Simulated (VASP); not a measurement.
# Os: single point with PBE

The system is Os.

```
CELL_PARAMETERS angstrom
2.73410 0.00000 0.00000
-1.36705 2.36780 0.00000
0.00000 0.00000 4.31970
ATOMIC_POSITIONS crystal
Os 0.29676 0.66667 0.20370
Os 0.66667 0.33333 0.75000
```

This cell differs from its parent crystal: atom 1 (Os) moved by (-0.100, -0.200) A along x and z.

```yaml
Program: VASP 6.6.1
Task: single point
Functional: PBE
Potentials_or_basis: VASP PAW PBE potentials, release 64 (Os)
Cutoff: 520 eV
k_mesh: 18 × 18 × 12
Occupations: gaussian, width 0.15 eV
Spin: no spin polarisation
Dipole_correction: no
Further_INCAR_settings: ALGO = Fast; EDIFF = 1e-07; NBANDS = 15
```

```
Pressure               : 19.6 GPa
Largest force          : 4.027 eV/Å
Band gap on the k mesh : zero (band 8 reaches 11.58 eV, above the bottom of band 9 at 7.92 eV)
```

Forces in eV/Å, atoms in the order of the input:
```
Os   0.995 -0.029  3.902
Os  -0.995  0.029 -3.902
```

Stress tensor (GPa, compression positive):
```
14.52  2.87  4.55
 2.87 14.56  0.29
 4.55  0.29 29.68
```

Levels at points of the mesh, in eV from the Fermi level:
| k point | band 5 | band 6 | band 7 | band 8 | band 9 | band 10 | band 11 | band 12 |
| --- | --- | --- | --- | --- | --- | --- | --- | --- |
| (0.00, 0.00, 0.00) | -3.21 | -2.89 | -2.57 | -1.43 | -0.93 | 0.28 | 1.34 | 2.22 |
| (0.50, 0.00, 0.00) | -3.16 | -2.96 | -1.94 | 1.75 | 2.40 | 2.86 | 4.58 | 5.42 |
| (0.00, 0.50, 0.00) | -2.94 | -2.58 | -1.89 | 1.88 | 2.29 | 2.83 | 4.33 | 5.67 |
| (0.50, 0.50, 0.00) | -2.71 | -2.19 | -1.73 | 2.01 | 2.24 | 2.98 | 4.07 | 5.88 |
| (0.00, 0.00, 0.50) | -3.59 | -3.50 | -3.45 | -2.52 | 0.16 | 0.68 | 1.40 | 1.43 |
| (0.50, 0.00, 0.50) | -2.25 | -0.31 | -0.12 | 0.25 | 1.98 | 2.32 | 2.53 | 3.55 |
| (0.00, 0.50, 0.50) | -2.25 | -0.38 | -0.29 | 0.06 | 2.07 | 2.33 | 2.61 | 3.85 |
| (0.50, 0.50, 0.50) | -2.42 | -0.51 | -0.46 | -0.21 | 2.16 | 2.41 | 2.64 | 4.15 |

Run time: 12 min on 1 thread of Oxide Virtual Turin-like Processor, with other jobs on the host, peak memory 0.71 GiB.

Caveat: the cell differs from its parent crystal (atom 1 (Os) moved by (-0.100, -0.200) A along x and z); spin-orbit coupling is left out, which moves the levels of the heavy elements; forces of over 1 eV/Å act on the atoms, so gaps and moduli don't describe the material at rest.
